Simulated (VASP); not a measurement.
Here is a VASP 6.6.1 calculation.

File INCAR:

```
ALGO = Normal ; EDIFF = 1E-6
ENCUT = 520 ; GGA = PE
ISIF = 2 ; ISMEAR = 0
LASPH = T ; LCHARG = F
LREAL = Auto ; LWAVE = F
NBANDS = 83 ; NELM = 80
PREC = Accurate ; SIGMA = 0.02
```

The input KPOINTS:

```
Automatic mesh
0
Gamma
  2 2 2
  0.5 0.5 0.5
```

File POSCAR:

```
Si
1.0
   -5.4700937627     -5.4700937627      5.4700937627
    5.4700937627     -5.4700937627     -5.4700937627
    5.4700937627      5.4700937627      5.4700937627
Si
31
Direct
    0.2500000108      0.7500000325      0.7414324463
    0.0010806030      0.7500000325     -0.0001207475
    0.4989194186      0.4987986712      0.7489194295
    0.2500000108      0.5010805333     -0.0001208389
    0.0085675862      0.5085675165      0.2585675057
    0.7498791937      0.7500000325      0.2510805225
    0.4914324355      0.7499999411      0.4999999303
   -0.0012013505     -0.0010806030      0.7489194295
    0.7501207800      0.2501208497      0.7512012917
    0.5012013722      0.2501208497      0.0001208389
    0.2500000108      0.2498791720      0.2510805225
    0.0010805116      0.2498791720      0.5000000217
    0.7498791937      0.5010805333      0.5000000217
    0.7501207800      0.0012013505      0.0001207475
    0.4989195100     -0.0010805116      0.2487986603
    0.2499999194     -0.0085675862      0.4999999303
    0.0021364350      0.7499999411      0.7479936684
    0.4979936575      0.5021364567      0.4999999303
    0.2499999194      0.5021364567      0.7479936684
    0.0020063641      0.5020062944      0.0041427992
    0.7500000325      0.7500000325      0.0000000000
    0.4979936575      0.7499999411      0.2521364459
    0.0021364350     -0.0020063641      0.4999999303
    0.7500000325      0.2500000108      0.5000000217
    0.4978635866      0.2458572117      0.7478635061
    0.2500000108      0.2500000108      0.0000000000
    0.0020062727      0.2541427186      0.2520062836
    0.7541427403      0.5020062944      0.2520062836
    0.7458572333     -0.0021364350      0.7478635061
    0.4978634952     -0.0021364350     -0.0041427992
    0.2500000108     -0.0020062727      0.2521364459
```

Potentials or basis: VASP PAW PBE potentials, release 64 (Si).

Run with:

```sh
$ cat potpaw_PBE.64/Si/POTCAR > POTCAR
$ mpirun -np 1 vasp_std > vasp.out
```

Task: Estimate the pressure.

Result: -1.2 GPa.

Task: Predict the largest force.

Result: 0.015 eV/Å.

Task: Estimate the band gap on the k mesh.

Result: Zero (bands 62 and 63 overlap by 0.15 eV).

Forces on the atoms (eV/Å):
```
Si  -0.005 -0.005 -0.005
Si  -0.001 -0.001 -0.008
Si  -0.001  0.001  0.008
Si  -0.008 -0.001 -0.001
Si   0.005 -0.005  0.005
Si   0.001  0.001 -0.008
Si   0.005  0.005 -0.005
Si   0.008  0.001 -0.001
Si   0.001 -0.008  0.001
Si   0.008 -0.001  0.001
Si  -0.008  0.001  0.001
Si  -0.001  0.008  0.001
Si   0.001  0.008 -0.001
Si   0.001 -0.001  0.008
Si  -0.001 -0.008 -0.001
Si  -0.005  0.005  0.005
Si   0.009  0.009 -0.007
Si  -0.009  0.007  0.009
Si  -0.007  0.009  0.009
Si  -0.009 -0.007 -0.009
Si   0.000  0.000  0.000
Si  -0.009 -0.009 -0.007
Si   0.009  0.007 -0.009
Si   0.000  0.000  0.000
Si   0.009 -0.009  0.007
Si   0.000  0.000  0.000
Si  -0.009  0.009  0.007
Si   0.007  0.009 -0.009
Si   0.007 -0.009  0.009
Si   0.009 -0.007  0.009
Si  -0.007 -0.009 -0.009
```

Caveat: the k points lie up to 0.41 Å⁻¹ apart.
